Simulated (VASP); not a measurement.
# Cl (Cmce) in VASP: further runs

Runs on Cl. Level: r2SCAN. Tasks: single point.

Everything below comes from runs of VASP 6.6.1. Logs are shortened: lines on timing, memory, paths and dates and some standing lists are left out, and cuts for length are marked.

**1. The cell of the first run**

Symmetry: Cmce, No. 64, orthorhombic system. The conventional cell has a = 6.698 Å, b = 4.253 Å, c = 8.480 Å, α = 90.00°, β = 90.00°, γ = 90.00°. Within 2.7 Å of Cl (site symmetry m) lie 1 Cl at 2.06 Å.

**2. Single point, r2SCAN (30.20 Å³/atom)**

Contents of POSCAR:

```
Cl
1.0
    3.3491903326     -2.1262778546      0.0000000000
    3.3491903326      2.1262778546      0.0000000000
    0.0000000000      0.0000000000      8.4803501590
Cl
4
Direct
    0.8804188760      0.1195811240      0.1058368649
    0.6195811240      0.3804188760      0.6058368649
    0.1195811240      0.8804188760      0.8941631351
    0.3804188760      0.6195811240      0.3941631351
```

Contents of INCAR.step1:

```
PREC = Accurate
ENCUT = 520
ISMEAR = -1
SIGMA = 0.05
LREAL = F
LASPH = T
NELM = 80
NBANDS = 22
GGA = PE
ALGO = Normal
EDIFF = 1E-4
LWAVE = T
LCHARG = F
```

Contents of INCAR.step2:

```
PREC = Accurate
ENCUT = 520
EDIFF = 1E-7
ISMEAR = -1
SIGMA = 0.05
LREAL = F
LASPH = T
NELM = 80
ALGO = Normal
ISIF = 2
LWAVE = F
LCHARG = T
METAGGA = R2SCAN
LMIXTAU = T
LELF = T
LVHAR = T
NBANDS = 22
ISTART = 1
```

Contents of KPOINTS:

```
regular mesh
0
Gamma
  8 8 4
```

Potentials or basis: VASP PAW PBE potentials, release 64 (Cl).

Launch:

```sh
> cat potpaw_PBE.64/Cl/POTCAR > POTCAR
> cp INCAR.step1 INCAR
> mpirun -np 1 vasp_std > vasp.out
> cp INCAR.step2 INCAR
> mpirun -np 1 vasp_std > vasp.out
```

OUTCAR:

```text
PREC = Accurate
   ENCUT = 520
   EDIFF = 1E-7
   ISMEAR = -1
   LREAL = F
   LASPH = T
   NELM = 80
   ISIF = 2
   METAGGA = R2SCAN
   ISTART = 1

 ion  position               nearest neighbor table
   1  0.880  0.120  0.106-   3 2.06
   2  0.620  0.380  0.606-   4 2.06
   3  0.120  0.880  0.894-   1 2.06
   4  0.380  0.620  0.394-   2 2.06

  LATTYP: Found a base centered orthorhombic cell.
 ALAT       =     4.2525557092
 B/A-ratio  =     1.5751423669
 C/A-ratio  =     1.9941773227

  Lattice vectors:

 A1 = (  -3.3491903326,  -2.1262778546,   0.0000000000)
 A2 = (   3.3491903326,  -2.1262778546,   0.0000000000)
 A3 = (   0.0000000000,   0.0000000000,   8.4803501590)

Analysis of symmetry for initial positions (statically):
=====================================================================
 Subroutine PRICEL returns:
 Original cell was already a primitive cell.

 Routine SETGRP: Setting up the symmetry group for a
 base centered orthorhombic supercell.

 Subroutine GETGRP returns: Found  8 space group operations
 (whereof  4 operations were pure point group operations)
 out of a pool of  8 trial point group operations.

The static configuration has the point symmetry C_2h.
 The point group associated with its full space group is D_2h.

Analysis of symmetry for dynamics (positions and initial velocities):
=====================================================================
 Subroutine PRICEL returns:
 Original cell was already a primitive cell.

 Routine SETGRP: Setting up the symmetry group for a
 base centered orthorhombic supercell.

 Subroutine GETGRP returns: Found  8 space group operations
 (whereof  4 operations were pure point group operations)
 out of a pool of  8 trial point group operations.

The dynamic configuration has the point symmetry C_2h.
 The point group associated with its full space group is D_2h.

 Subroutine INISYM returns: Found  8 space group operations
 (whereof  4 operations are pure point group operations),
 and found     1 'primitive' translations

----------------------------------------------------------------------------------------

                                     Primitive cell

  volume of cell :     120.7824

  direct lattice vectors                    reciprocal lattice vectors
     3.349190333 -2.126277855  0.000000000     0.149289813 -0.235152710  0.000000000
     3.349190333  2.126277855  0.000000000     0.149289813  0.235152710  0.000000000
     0.000000000  0.000000000  8.480350159     0.000000000  0.000000000  0.117919659

  length of vectors
     3.967131634  3.967131634  8.480350159     0.278539486  0.278539486  0.117919659

  position of ions in fractional coordinates (direct lattice)
     0.880418876  0.119581124  0.105836865
     0.619581124  0.380418876  0.605836865
     0.119581124  0.880418876  0.894163135
     0.380418876  0.619581124  0.394163135

  ion indices of the primitive-cell ions
   primitive index   ion index
                 1           1
                 2           2
                 3           3
                 4           4

----------------------------------------------------------------------------------------

 KPOINTS: regular mesh

Automatic generation of k-mesh.
 Grid dimensions read from file:
 generate k-points for:    8    8    4

 Generating k-lattice:

  Cartesian coordinates                     Fractional coordinates (reciprocal lattice)
     0.018661227 -0.029394089  0.000000000     0.125000000 -0.000000000  0.000000000
     0.018661227  0.029394089  0.000000000    -0.000000000  0.125000000  0.000000000
     0.000000000  0.000000000  0.029479915     0.000000000  0.000000000  0.250000000

  Length of vectors
     0.034817436  0.034817436  0.029479915

  Shift w.r.t. Gamma in fractional coordinates (k-lattice)
     0.000000000  0.000000000  0.000000000

 Subroutine IBZKPT returns following result:
 ===========================================

 Found     63 irreducible k-points:

 Following reciprocal coordinates:
            Coordinates               Weight
  0.000000  0.000000  0.000000      1.000000
  0.125000  0.000000  0.000000      4.000000
  0.250000  0.000000  0.000000      4.000000
  0.375000  0.000000  0.000000      4.000000
  0.500000  0.000000  0.000000      2.000000
  0.125000  0.125000  0.000000      2.000000
[... 16 lines left out ...]
  0.125000  0.000000  0.250000      8.000000
  0.250000  0.000000  0.250000      8.000000
 [... further k-points ...]
   k-points           NKPTS =     63   k-points in BZ     NKDIM =     63   number of bands    NBANDS=     22
   number of dos      NEDOS =    301   number of ions     NIONS =      4
   total plane-waves  NPLWV =  57600
   dimension x,y,z NGX =    30 NGY =   30 NGZ =   64
   dimension x,y,z NGXF=    60 NGYF=   60 NGZF=  128
   ions per type =               4
   NGX,Y,Z   is equivalent  to a cutoff of  12.57, 12.57, 12.55 a.u.
   NGXF,Y,Z  is equivalent  to a cutoff of  25.14, 25.14, 25.09 a.u.
 SYSTEM =  unknown system
   PREC   = accura    normal or accurate (medium, high low for compatibility)
   ISTART =      1    job   : 0-new  1-cont  2-samecut
   ICHARG =      0    charge: 1-file 2-atom 10-const
   ISPIN  =      1    spin polarized calculation?
   LNONCOLLINEAR =      F non collinear calculations
   LSORBIT =      F    spin-orbit coupling
   LASPH  =      T    aspherical Exc in radial PAW
   ENCUT  =  520.0 eV  38.22 Ry    6.18 a.u.   7.38  7.38 15.77*2*pi/ulx,y,z
   NELM   =     80;   NELMIN=  2; NELMDL=  0     # of ELM steps
   EDIFF  = 0.1E-06   stopping-criterion for ELM
   LREAL  =      F    real-space projection
   EDIFFG = 0.1E-05   stopping-criterion for IOM
   NSW    =      0    number of steps for IOM
   IBRION =     -1    ionic relax: 0-MD 1-quasi-New 2-CG
   NFREE  =      0    steps in history (QN), initial steepest desc. (CG)
   ISIF   =      2    stress and relaxation
   ISYM   =      2    0-nonsym 1-usesym 2-fastsym
   POTIM  = 0.5000    time-step for ionic-motion
   TEBEG  =    0.0;   TEEND  =   0.0 temperature during run
   PSTRESS=    0.0 pullay stress
   NELECT =      28.0000    total number of electrons
   NUPDOWN=      -1.0000    fix difference up-down
   EMIN   =  10.00;   EMAX   =-10.00  energy-range for DOS
   EFERMI =   0.00;   METHOD = LEGACY
   ISMEAR =    -1;   SIGMA  =   0.05  broadening in eV -4-tet -1-fermi 0-gaus
   EFERMI_NEDOS =   21; number of points for ismear=-14 and -15
   IALGO  =     38    algorithm
   IMIX   =      4    mixing-type and parameters
     AMIX     =   0.40;   BMIX     =  1.00
     AMIX_MAG =   1.60;   BMIX_MAG =  1.00
  volume/ion in A,a.u.               =      30.20       203.77
  Fermi-wavevector in a.u.,A,eV,Ry     =   1.005680  1.900459 13.760816  1.011391
  Thomas-Fermi vector in A             =   2.138374
   LORBIT       =      0    0 simple, 1 ext, 2 COOP (PROOUT), +10 PAW based schemes
   METAGGA = R2SCAN    functional components
   LHFCALC =     F    Hartree Fock is set to
   AEXX    =    0.0000 exact exchange contribution
   IVDW    =     0    specifies the selected vdW correction
   LEPSILON=     F    determine dielectric tensor
   LRPA    =     F    only Hartree local field effects (RPA)
 non-spin polarized calculation
  energy-cutoff  :      520.00
  volume of cell :      120.78
 maximum number of plane-waves:      3285
 NGX is ok and might be reduce to    30
   NGX = 15   NGY = 15   NGZ = 31

 number of electron      28.0000010 magnetization

 Free energy of the ion-electron system (eV)
  ---------------------------------------------------
  ext. energy  EPLUGINS =         0.00000000
  ---------------------------------------------------
  free energy    TOTEN  =       -24.52217906 eV

  energy without entropy =      -24.52217906  energy(sigma->0) =      -24.52217906

 E-fermi :  -0.1498     XC(G=0):  -7.9921

 val. band max:       -1.3151399745   @ k =   0.0000   0.0000   0.0000
 cond. band min:       1.0905598783   @ k =   0.0000   0.0000   0.0000
 fundamental gap:      2.4056998528
 Fermi energy:        -0.1498241520

 k-point     1 :       0.0000    0.0000    0.0000
  band No.  band energies     occupation
      1     -18.2764      2.00000
      2     -18.0278      2.00000
      3     -14.5995      2.00000
      4     -13.9481      2.00000
      5      -6.7000      2.00000
      6      -5.6371      2.00000
[... 14 lines left out ...]
     21      10.2903      0.00000
     22      10.3394      0.00000

 k-point     2 :       0.1250    0.0000    0.0000
  band No.  band energies     occupation
      1     -18.2479      2.00000
      2     -18.0168      2.00000
      3     -14.5738      2.00000
      4     -13.9735      2.00000
      5      -6.6861      2.00000
      6      -5.6934      2.00000
[... 14 lines left out ...]
     21       9.8246      0.00000
     22      10.3597      0.00000

 k-point     3 :       0.2500    0.0000    0.0000
  band No.  band energies     occupation
      1     -18.1736      2.00000
      2     -17.9940      2.00000
      3     -14.5022      2.00000
      4     -14.0459      2.00000
      5      -6.6418      2.00000
      6      -5.8629      2.00000
[... 14 lines left out ...]
     21       9.6651      0.00000
     22      10.3036      0.00000
[... 476 lines left out ...]
 k-point    23 :       0.1250    0.0000    0.2500
  band No.  band energies     occupation
      1     -18.2171      2.00000
      2     -18.0541      2.00000
      3     -14.4863      2.00000
      4     -14.0627      2.00000
      5      -6.5557      2.00000
      6      -5.8631      2.00000
[... 14 lines left out ...]
     21       9.8320      0.00000
     22      10.1586      0.00000

 k-point    24 :       0.2500    0.0000    0.2500
  band No.  band energies     occupation
      1     -18.1492      2.00000
      2     -18.0223      2.00000
      3     -14.4357      2.00000
      4     -14.1134      2.00000
      5      -6.5309      2.00000
      6      -5.9754      2.00000
[... 14 lines left out ...]
     21       9.8074      0.00000
     22       9.9754      0.00000

 [... further k-points ...]

------------------------ aborting loop because EDIFF is reached ----------------------------------------

  FORCE on cell =-STRESS in cart. coord.  units (eV):
  Direction    XX          YY          ZZ          XY          YZ          ZX
  --------------------------------------------------------------------------------------
  -------------------------------------------------------------------------------------
  Total       -0.2577395     -1.4651801     -3.7067828      0.0000000     -0.0000000      0.0000000
  in kB       -3.4189126    -19.4356001    -49.1704396      0.0000000     -0.0000000      0.0000000
  external PRESSURE =     -24.0083174 kB  Pullay stress =       0.0000000 kB

 VOLUME and BASIS-vectors are now :
 -----------------------------------------------------------------------------
  energy-cutoff  :      520.00
  volume of cell :      120.78
      direct lattice vectors                 reciprocal lattice vectors
     3.349190333 -2.126277855  0.000000000     0.149289813 -0.235152710  0.000000000
     3.349190333  2.126277855  0.000000000     0.149289813  0.235152710  0.000000000
     0.000000000  0.000000000  8.480350159     0.000000000  0.000000000  0.117919659

 POSITION                                       TOTAL-FORCE (eV/Angst)
 -----------------------------------------------------------------------------------
      3.34919     -1.61775      0.89753         0.000000     -0.492977     -0.819908
      3.34919     -0.50853      5.13771         0.000000      0.492977     -0.819908
      3.34919      1.61775      7.58282         0.000000      0.492977      0.819908
      3.34919      0.50853      3.34264         0.000000     -0.492977      0.819908
 -----------------------------------------------------------------------------------
    total drift:                                0.000000     -0.000000     -0.000000

  FREE ENERGIE OF THE ION-ELECTRON SYSTEM (eV)
  ---------------------------------------------------
  free  energy   TOTEN  =       -24.5221790579 eV

  energy  without entropy=      -24.5221790579  energy(sigma->0) =      -24.52217906
```

Wall time 22 min (1 thread of Oxide Virtual Turin-like, shared host); peak memory 0.26 GiB.

Results:

- Free energy: -24.5222 eV
- Pressure: -2.4 GPa
- Largest force: 0.957 eV/Å
- Band gap on the k mesh: 2.41 eV

Forces in eV/Å, atoms in the order of the input:
```
Cl   0.000 -0.493 -0.820
Cl   0.000  0.493 -0.820
Cl   0.000  0.493  0.820
Cl   0.000 -0.493  0.820
```

Levels at points of the mesh, in eV from the valence-band top:
```csv
k point,band 12,band 13,band 14,band 15,band 16,band 17
"(0.00, 0.00, 0.00)",-0.29,-0.12,0.00,2.41,3.26,7.41
"(0.50, 0.00, 0.00)",-0.66,-0.22,-0.22,3.01,3.01,8.84
"(0.50, 0.50, 0.00)",-0.91,-0.33,-0.16,2.51,3.09,9.16
"(0.00, 0.00, 0.50)",-0.62,-0.06,-0.06,2.80,2.80,7.87
"(0.50, 0.00, 0.50)",-0.50,-0.07,-0.07,2.82,2.82,9.06
"(0.50, 0.50, 0.50)",-0.70,-0.61,-0.61,2.77,2.77,9.63
```

Caveat: the PAW data sets were made with another functional, which shifts forces and pressure a little. A k mesh can miss the band edges.

(Continued in part 2 of 2.)
